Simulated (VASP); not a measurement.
Crystal: Rh.

```
Rh
1.0
     2.49932    0.00000    0.00000
    -1.24966    2.16447    0.00000
     0.00000    0.00000    4.02426
Rh
2
Direct
  0.66667 0.33333 0.75000
  0.33333 0.66667 0.25000
```

Base run:

| Property | Result |
| --- | --- |
| Program | VASP 6.6.1 |
| Functional | LDA |
| Potentials or basis | VASP PAW LDA potentials, release 64 (Rh_pv) |
| Cutoff | 520 eV |
| k mesh | 21 × 21 × 12 |
| Occupations | gaussian, width 0.15 eV |
| Spin | collinear spin, ferromagnetic start |
| Starting moments | [0.5, 0.5] μB |
| Fixed moment | 1 μB |

Its results: pressure 107.3 GPa; site moments Rh +0.49 μB.

**Question.** The run is repeated on the same cell with these changes: fixed moment from 1 μB to 1.75 μB; moments at the start from [0.5, 0.5] to [0.88, 0.88]. What comes out?

**Answer.** Pressure 113.0 GPa; site moments Rh +0.85 μB.

Caveats: the total moment is fixed, so each spin has its own Fermi level.
